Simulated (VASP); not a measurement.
# InSe (R3m) in VASP: a series of runs

The runs below take InSe through single point, relaxation of cell and atoms, with PBEsol+D3(BJ), PBEsol, r2SCAN.

Everything below comes from runs of VASP 6.6.1. Logs are shortened: lines on timing, memory, paths and dates and some standing lists are left out, and cuts for length are marked.

**Experimental background.**

“The Interaction of Hydrogen with the van der Waals Crystal γ-InSe”, 2020, pmc:7321205 reports, for a bulk crystal of InSe at 300 K: band gap 1.25 eV.

The runs below are set against these values where they give the same quantity.

### 1 The cell of the first run

It takes space group R3m (No. 160, trigonal). Conventional cell: a = 3.963 Å, b = 3.963 Å, c = 24.163 Å, α = 90.00°, β = 90.00°, γ = 120.00°. Within 3.5 Å of In (site symmetry 3m) lie 3 Se at 2.63 Å and 1 In at 2.75 Å. Within 3.5 Å of In (site symmetry 3m) lie 3 Se at 2.62 Å and 1 In at 2.75 Å. Se (site symmetry 3m) has 3 In at 2.63 Å and 3 Se at 3.56 Å within 3.6 Å. Se (site symmetry 3m) has 3 In at 2.62 Å and 3 Se at 3.56 Å within 3.6 Å.

### 2 Single point, PBEsol+D3(BJ)

File INCAR:

```
SYSTEM = InSe
PREC = Accurate
ENCUT = 500
EDIFF = 1E-6
ISMEAR = 0
SIGMA = 0.01
LREAL = .FALSE.
LASPH = .TRUE.
NELM = 120
ALGO = Normal
ISIF = 2
LWAVE = .FALSE.
LCHARG = .TRUE.
GGA = PS
IVDW = 12
LELF = .TRUE.
LVHAR = .TRUE.
NBANDS = 27
GGA_COMPAT = .FALSE.
```

File KPOINTS:

```
regular mesh
0
G
  6 6 6
  0 0 0
```

File POSCAR:

```
InSe
1.0
    1.9817403992      1.1441583529      8.0543037218
   -1.9817403992      1.1441583529      8.0543037218
    0.0000000000     -2.2883167058      8.0543037218
In Se
2 2
Direct
    0.0011880312      0.0011880312      0.0011880312
    0.8874282958      0.8874282958      0.8874282958
    0.3877938485      0.3877938485      0.3877938485
    0.1675898245      0.1675898245      0.1675898245
```

Potentials or basis: VASP PAW PBE potentials, release 64 (In_d, Se).

Started as:

```console
$ cat potpaw_PBE.64/In_d/POTCAR potpaw_PBE.64/Se/POTCAR > POTCAR
$ mpirun -np 1 vasp_std > vasp.out
```

OUTCAR:

```text
SYSTEM = InSe
   PREC = Accurate
   ENCUT = 500
   EDIFF = 1E-6
   ISMEAR = 0
   LREAL = .FALSE.
   LASPH = .TRUE.
   NELM = 120
   ISIF = 2
   GGA = PS
   IVDW = 12
 IVDW          = 12

 ion  position               nearest neighbor table
   1  0.001  0.001  0.001-   3 2.63   3 2.63   3 2.63   2 2.75
   2  0.887  0.887  0.887-   4 2.62   4 2.62   4 2.62   1 2.75
   3  0.388  0.388  0.388-   1 2.63   1 2.63   1 2.63
   4  0.168  0.168  0.168-   2 2.62   2 2.62   2 2.62

  LATTYP: Found a trigonal (rhomboedric) cell.
 ALAT       =     8.3730640622
 COS(alpha) =     0.8879647485

  Lattice vectors:

 A1 = (   1.9817403992,   1.1441583529,   8.0543037218)
 A2 = (  -1.9817403992,   1.1441583529,   8.0543037218)
 A3 = (   0.0000000000,  -2.2883167058,   8.0543037218)

Analysis of symmetry for initial positions (statically):
=====================================================================
 Subroutine PRICEL returns:
 Original cell was already a primitive cell.

 Routine SETGRP: Setting up the symmetry group for a
 trigonal (rhombohedral) supercell.

 Subroutine GETGRP returns: Found  6 space group operations
 (whereof  6 operations were pure point group operations)
 out of a pool of 12 trial point group operations.

The static configuration has the point symmetry C_3v.

Analysis of symmetry for dynamics (positions and initial velocities):
=====================================================================
 Subroutine PRICEL returns:
 Original cell was already a primitive cell.

 Routine SETGRP: Setting up the symmetry group for a
 trigonal (rhombohedral) supercell.

 Subroutine GETGRP returns: Found  6 space group operations
 (whereof  6 operations were pure point group operations)
 out of a pool of 12 trial point group operations.

The dynamic configuration has the point symmetry C_3v.

 Subroutine INISYM returns: Found  6 space group operations
 (whereof  6 operations are pure point group operations),
 and found     1 'primitive' translations

----------------------------------------------------------------------------------------

                                     Primitive cell

  volume of cell :     109.5752

  direct lattice vectors                    reciprocal lattice vectors
     1.981740399  1.144158353  8.054303722     0.252303480  0.145667482  0.041385742
    -1.981740399  1.144158353  8.054303722    -0.252303480  0.145667482  0.041385742
     0.000000000 -2.288316706  8.054303722     0.000000000 -0.291334965  0.041385742

  length of vectors
     8.373064062  8.373064062  8.373064062     0.294259819  0.294259819  0.294259819

  position of ions in fractional coordinates (direct lattice)
     0.001188031  0.001188031  0.001188031
     0.887428296  0.887428296  0.887428296
     0.387793849  0.387793849  0.387793849
     0.167589824  0.167589824  0.167589824

  ion indices of the primitive-cell ions
   primitive index   ion index
                 1           1
                 2           2
                 3           3
                 4           4

----------------------------------------------------------------------------------------

 KPOINTS: regular mesh

Automatic generation of k-mesh.
 Grid dimensions read from file:
 generate k-points for:    6    6    6

 Generating k-lattice:

  Cartesian coordinates                     Fractional coordinates (reciprocal lattice)
     0.042050580  0.024277914  0.006897624     0.166666667  0.000000000  0.000000000
    -0.042050580  0.024277914  0.006897624     0.000000000  0.166666667  0.000000000
     0.000000000 -0.048555827  0.006897624     0.000000000  0.000000000  0.166666667

  Length of vectors
     0.049043303  0.049043303  0.049043303

  Shift w.r.t. Gamma in fractional coordinates (k-lattice)
     0.000000000  0.000000000  0.000000000

 Subroutine IBZKPT returns following result:
 ===========================================

 Found     32 irreducible k-points:

 Following reciprocal coordinates:
            Coordinates               Weight
  0.000000  0.000000  0.000000      1.000000
  0.166667  0.000000  0.000000      6.000000
  0.333333  0.000000  0.000000      6.000000
  0.500000  0.000000  0.000000      3.000000
  0.166667  0.166667  0.000000      6.000000
  0.333333  0.166667  0.000000     12.000000
[... 16 lines left out ...]
  0.500000  0.500000  0.166667      6.000000
 -0.333333  0.500000  0.166667     12.000000
 [... further k-points ...]
   k-points           NKPTS =     32   k-points in BZ     NKDIM =     32   number of bands    NBANDS=     27
   number of dos      NEDOS =    301   number of ions     NIONS =      4
   total plane-waves  NPLWV = 262144
   dimension x,y,z NGX =    64 NGY =   64 NGZ =   64
   dimension x,y,z NGXF=   128 NGYF=  128 NGZF=  128
   ions per type =               2   2
   NGX,Y,Z   is equivalent  to a cutoff of  12.71, 12.71, 12.71 a.u.
   NGXF,Y,Z  is equivalent  to a cutoff of  25.41, 25.41, 25.41 a.u.
 SYSTEM =  InSe
   PREC   = accura    normal or accurate (medium, high low for compatibility)
   ISTART =      0    job   : 0-new  1-cont  2-samecut
   ICHARG =      2    charge: 1-file 2-atom 10-const
   ISPIN  =      1    spin polarized calculation?
   LNONCOLLINEAR =      F non collinear calculations
   LSORBIT =      F    spin-orbit coupling
   LASPH  =      T    aspherical Exc in radial PAW
   ENCUT  =  500.0 eV  36.75 Ry    6.06 a.u.  15.27 15.27 15.27*2*pi/ulx,y,z
   NELM   =    120;   NELMIN=  2; NELMDL= -5     # of ELM steps
   EDIFF  = 0.1E-05   stopping-criterion for ELM
   LREAL  =      F    real-space projection
   EDIFFG = 0.1E-04   stopping-criterion for IOM
   NSW    =      0    number of steps for IOM
   IBRION =     -1    ionic relax: 0-MD 1-quasi-New 2-CG
   NFREE  =      0    steps in history (QN), initial steepest desc. (CG)
   ISIF   =      2    stress and relaxation
   ISYM   =      2    0-nonsym 1-usesym 2-fastsym
   POTIM  = 0.5000    time-step for ionic-motion
   TEBEG  =    0.0;   TEEND  =   0.0 temperature during run
   PSTRESS=    0.0 pullay stress
   NELECT =      38.0000    total number of electrons
   NUPDOWN=      -1.0000    fix difference up-down
   EMIN   =  10.00;   EMAX   =-10.00  energy-range for DOS
   EFERMI =   0.00;   METHOD = LEGACY
   ISMEAR =     0;   SIGMA  =   0.01  broadening in eV -4-tet -1-fermi 0-gaus
   EFERMI_NEDOS =   21; number of points for ismear=-14 and -15
   IALGO  =     38    algorithm
   IMIX   =      4    mixing-type and parameters
     AMIX     =   0.40;   BMIX     =  1.00
     AMIX_MAG =   1.60;   BMIX_MAG =  1.00
  volume/ion in A,a.u.               =      27.39       184.86
  Fermi-wavevector in a.u.,A,eV,Ry     =   1.150179  2.173523 17.999297  1.322911
  Thomas-Fermi vector in A             =   2.286844
   LORBIT       =      0    0 simple, 1 ext, 2 COOP (PROOUT), +10 PAW based schemes
   GGA     = PS    functional components
   LHFCALC =     F    Hartree Fock is set to
   AEXX    =    0.0000 exact exchange contribution
   IVDW    =    12    specifies the selected vdW correction
   LEPSILON=     F    determine dielectric tensor
   LRPA    =     F    only Hartree local field effects (RPA)
 non-spin polarized calculation
 Gauss-broadening in eV      SIGMA  =   0.01
  energy-cutoff  :      500.00
  volume of cell :      109.58
 maximum number of plane-waves:      2801
 NGX is ok and might be reduce to    64
   NGX = 31   NGY = 31   NGZ = 31

 number of electron      37.9999998 magnetization

 Free energy of the ion-electron system (eV)
  ---------------------------------------------------
  ext. energy  EPLUGINS =         0.00000000
  ---------------------------------------------------
  free energy    TOTEN  =       -15.55185711 eV

  energy without entropy =      -15.55185711  energy(sigma->0) =      -15.55185711

 E-fermi :   4.7646     XC(G=0):  -9.4355

 val. band max:        4.7041349698   @ k =   0.5000   0.5000   0.5000
 cond. band min:       5.0203817874   @ k =   0.5000   0.5000   0.5000
 fundamental gap:      0.3162468176
 Fermi energy:         4.7646168309

 k-point     1 :       0.0000    0.0000    0.0000
  band No.  band energies     occupation
      1     -10.2162      2.00000
      2     -10.0013      2.00000
      3     -10.0013      2.00000
      4      -9.9033      2.00000
      5      -9.9033      2.00000
      6      -9.8947      2.00000
[... 19 lines left out ...]
     26      10.0706      0.00000
     27      12.3293      0.00000

 k-point     2 :       0.1667    0.0000    0.0000
  band No.  band energies     occupation
      1     -10.2258      2.00000
      2     -10.1153      2.00000
      3     -10.0216      2.00000
      4      -9.9982      2.00000
      5      -9.9038      2.00000
      6      -9.8823      2.00000
[... 19 lines left out ...]
     26      10.6636      0.00000
     27      11.5218      0.00000

 k-point     3 :       0.3333    0.0000    0.0000
  band No.  band energies     occupation
      1     -10.3248      2.00000
      2     -10.1827      2.00000
      3     -10.1537      2.00000
      4      -9.9985      2.00000
      5      -9.9209      2.00000
      6      -9.8407      2.00000
[... 19 lines left out ...]
     26      11.2830      0.00000
     27      11.8168      0.00000

 k-point     4 :       0.5000    0.0000    0.0000
  band No.  band energies     occupation
      1     -10.3771      2.00000
      2     -10.2451      2.00000
      3     -10.1496      2.00000
      4     -10.0005      2.00000
      5      -9.9292      2.00000
      6      -9.8203      2.00000
[... 19 lines left out ...]
     26      11.0283      0.00000
     27      11.3845      0.00000

 k-point     5 :       0.1667    0.1667    0.0000
  band No.  band energies     occupation
      1     -10.2252      2.00000
      2     -10.1137      2.00000
      3     -10.0241      2.00000
      4      -9.9985      2.00000
      5      -9.9037      2.00000
      6      -9.8822      2.00000
[... 19 lines left out ...]
     26      10.5750      0.00000
     27      11.6067      0.00000

 k-point     6 :       0.3333    0.1667    0.0000
  band No.  band energies     occupation
      1     -10.2873      2.00000
      2     -10.1597      2.00000
      3     -10.1432      2.00000
      4     -10.0035      2.00000
      5      -9.9094      2.00000
      6      -9.8575      2.00000
[... 444 lines left out ...]
      1     -10.3523      2.00000
      2     -10.2503      2.00000
      3     -10.1482      2.00000
      4     -10.0141      2.00000
      5      -9.9132      2.00000
      6      -9.8350      2.00000
[... 19 lines left out ...]
     26      11.4596      0.00000
     27      12.2281      0.00000

 k-point    22 :      -0.1667    0.3333    0.1667
  band No.  band energies     occupation
      1     -10.3596      2.00000
      2     -10.2413      2.00000
      3     -10.1495      2.00000
      4     -10.0140      2.00000
      5      -9.9131      2.00000
      6      -9.8349      2.00000
[... 19 lines left out ...]
     26      11.8165      0.00000
     27      12.4375      0.00000

 k-point    23 :       0.5000    0.5000    0.1667
  band No.  band energies     occupation
      1     -10.3040      2.00000
      2     -10.2095      2.00000
      3     -10.1487      2.00000
      4      -9.9995      2.00000
      5      -9.9206      2.00000
      6      -9.8404      2.00000
[... 19 lines left out ...]
     26      11.6987      0.00000
     27      12.0802      0.00000

 k-point    24 :      -0.3333    0.5000    0.1667
  band No.  band energies     occupation
      1     -10.3474      2.00000
      2     -10.2558      2.00000
      3     -10.1477      2.00000
      4     -10.0145      2.00000
      5      -9.9131      2.00000
      6      -9.8349      2.00000
[... 19 lines left out ...]
     26      11.8068      0.00000
     27      12.3873      0.00000

 [... further k-points ...]

------------------------ aborting loop because EDIFF is reached ----------------------------------------

 Edisp (eV)   -1.23692

 E8    (eV) :    -0.8436

  FORCE on cell =-STRESS in cart. coord.  units (eV):
  Direction    XX          YY          ZZ          XY          YZ          ZX
  --------------------------------------------------------------------------------------
  -------------------------------------------------------------------------------------
  Total       0.05894     0.05894     0.04622     0.00000     0.00000     0.00000
  in kB       0.86184     0.86184     0.67589     0.00000     0.00000     0.00000
  external pressure =        0.80 kB  Pullay stress =        0.00 kB

 VOLUME and BASIS-vectors are now :
 -----------------------------------------------------------------------------
  energy-cutoff  :      500.00
  volume of cell :      109.58
      direct lattice vectors                 reciprocal lattice vectors
     1.981740399  1.144158353  8.054303722     0.252303480  0.145667482  0.041385742
    -1.981740399  1.144158353  8.054303722    -0.252303480  0.145667482  0.041385742
     0.000000000 -2.288316706  8.054303722     0.000000000 -0.291334965  0.041385742

 POSITION                                       TOTAL-FORCE (eV/Angst)
 -----------------------------------------------------------------------------------
      0.00000      0.00000      0.02871         0.000000     -0.000000     -0.021096
      0.00000      0.00000     21.44285         0.000000      0.000000      0.020931
      0.00000      0.00000      9.37023         0.000000     -0.000000      0.020785
      0.00000      0.00000      4.04946         0.000000      0.000000     -0.020620
 -----------------------------------------------------------------------------------
    total drift:                               -0.000000     -0.000000      0.000322

  FREE ENERGIE OF THE ION-ELECTRON SYSTEM (eV)
  ---------------------------------------------------
  free  energy   TOTEN  =       -16.7887760790 eV

  energy  without entropy=      -16.7887760790  energy(sigma->0) =      -16.78877608
```

It took 2.4 min on 1 thread of Intel Xeon 6975P-C (Granite Rapids), shared host; peak memory 0.53 GiB.

What came out:

```yaml
Free_energy: -16.7888 eV
Pressure: 0.1 GPa
Largest_force: 0.021 eV/Å
Band_gap_on_the_k_mesh: 0.32 eV
Dispersion_energy_per_atom: -0.309 eV
```

Forces in eV/Å, atoms in the order of the input:
```
In   0.000  0.000 -0.021
In   0.000  0.000  0.021
Se   0.000  0.000  0.021
Se   0.000  0.000 -0.021
```

Caveat: the PAW data sets were made with another functional, which shifts forces and pressure a little; spin-orbit coupling is left out, which moves the levels of the heavy elements.

[end of part 1 of 3]
